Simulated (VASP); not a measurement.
KI:

```xyz
2
Lattice="4.2103 0.0000 0.0000 0.0000 4.2103 0.0000 0.0000 0.0000 4.2103" Properties=species:S:1:pos:R:3 pbc="T T T"
K     0.0000    0.0000    0.0000
I     2.1051    2.1051    2.1051
```

This cell differs from its parent crystal: strain -1.9%.

Program: VASP 6.6.1. Alike in all runs: task single point; potentials or basis VASP PAW PBE potentials, release 64 (K_sv, I); no spin polarisation; cell as given; cutoff (eV) 520.

Order these runs on this cell by their band gap on the k mesh, lowest first.
A. level r2SCAN; k mesh 6 × 6 × 6; smearing gaussian 0.01 eV
B. level HSE06; k mesh 4 × 4 × 4; smearing gaussian 0.01 eV; grid for exact exchange (PRECFOCK) Normal; screening parameter 0.2079 1/Å
C. level PBE; k mesh 6 × 6 × 6; smearing fermi-dirac 0.02 eV

C (3.48 eV), A (4.21 eV), B (4.46 eV).

Caveats: spin-orbit coupling is left out, which moves the levels of the heavy elements.

A k mesh can miss the band edges.
